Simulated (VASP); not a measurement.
Hg2TeF2:

```
Hg Te F
1.0
     6.88201    0.00000    0.00000
     0.00000    8.68581    0.00000
     0.00000    0.00000    3.96126
Hg Te F
4 2 4
Direct
  0.23025 0.59445 0.00000
  0.76975 0.40555 0.00000
  0.73025 0.90555 0.00000
  0.26975 0.09445 0.00000
  0.50000 0.50000 0.00000
  0.00000 0.00000 0.00000
  0.39222 0.83311 0.50000
  0.60778 0.16689 0.50000
  0.89222 0.66689 0.50000
  0.10778 0.33311 0.50000
```

The cell was generated, and may not be a known phase.

```yaml
Program: VASP 6.6.1
Task: relaxation of cell and atoms
Functional: PBE
Potentials_or_basis: VASP PAW PBE potentials, release 64 (Hg, Te, F)
Cutoff: 600 eV
k_mesh: 2 × 2 × 3
Occupations: gaussian, width 0.15 eV
Spin: no spin polarisation
```

At the start: pressure 29.6 GPa; volume 23.68 Å³/atom.

**Question.** How do energy, volume and symmetry change on relaxing?

**Answer.** Over 26 steps the energy falls by 2206.9 meV/atom and the volume is 18.92 Å³/atom (-20.1 %); space group Pbam (No. 55, to 0.1 Å) before and after.

Step by step:
| step | energy change (eV) | largest force (eV/Å) | pressure (GPa) | volume (Å³) |
| --- | --- | --- | --- | --- |
| 1 | 0.0000 | 20.5214 | 29.62 | 236.79 |
| 2 | -9.5798 | 0.9397 | -12.11 | 389.02 |
| 3 | -11.7500 | 0.7751 | -10.77 | 366.14 |
| 4 | -13.0335 | 0.7373 | -10.09 | 350.64 |
| 5 | -17.1188 | 0.5965 | -8.51 | 293.41 |
| 6 | -17.7274 | 1.6209 | -5.30 | 265.01 |
| 7 | -17.8319 | 0.8308 | -6.99 | 274.64 |
| 8 | -17.8493 | 1.0365 | -6.53 | 271.53 |
| 9 | -19.6186 | 1.1033 | -5.84 | 238.42 |
| 10 | -18.2486 | 2.8770 | 29.70 | 154.28 |
| 11 | -20.7261 | 1.0941 | -3.06 | 212.53 |
| 12 | -21.0096 | 1.1429 | 6.38 | 181.70 |
| 13 | -21.1361 | 1.0389 | 1.34 | 194.07 |
| 14 | -21.1438 | 1.0424 | 2.12 | 191.74 |
| 15 | -21.4949 | 0.7409 | 1.34 | 190.76 |
| 16 | -21.5330 | 0.7594 | 1.35 | 190.01 |
| 17 | -21.7041 | 0.4255 | -1.07 | 195.30 |
| 18 | -21.7413 | 0.3329 | -2.57 | 199.41 |
| 19 | -21.8754 | 0.2795 | -1.59 | 195.72 |
| 20 | -21.9665 | 0.1912 | 0.40 | 189.70 |
| 21 | -21.9980 | 0.1524 | 0.26 | 189.89 |
| 22 | -22.0479 | 0.1349 | -0.14 | 190.37 |
| 23 | -22.0496 | 0.1424 | -0.20 | 190.47 |
| 24 | -22.0599 | 0.1063 | 0.29 | 189.36 |
| 25 | -22.0626 | 0.0742 | 0.71 | 188.45 |
| 26 | -22.0685 | 0.0565 | 0.49 | 189.24 |

Final structure:
```xyz
10
Lattice="7.4197 0.0000 0.0000 0.0000 8.0784 0.0000 0.0000 0.0000 3.1573" Properties=species:S:1:pos:R:3 pbc="T T T"
Hg    1.1367    5.3255    3.1573
Hg    6.2830    2.7528    0.0000
Hg    4.8465    6.7920    0.0000
Hg    2.5731    1.2863    0.0000
Te    3.7098    4.0392    0.0000
Te    0.0000    8.0784    0.0000
F     2.9091    7.0121    1.5786
F     4.5106    1.0663    1.5786
F     6.6189    5.1055    1.5786
F     0.8008    2.9729    1.5786
```

Caveat: the k points lie up to 0.66 Å⁻¹ apart in the final cell, too coarse for converged energies and pressures of a metal; the volume moved by over 15 % at a fixed basis, so the end points are rough; the relaxation stopped at a loose force limit of 0.08 eV/Å, so its end isn't a converged minimum.
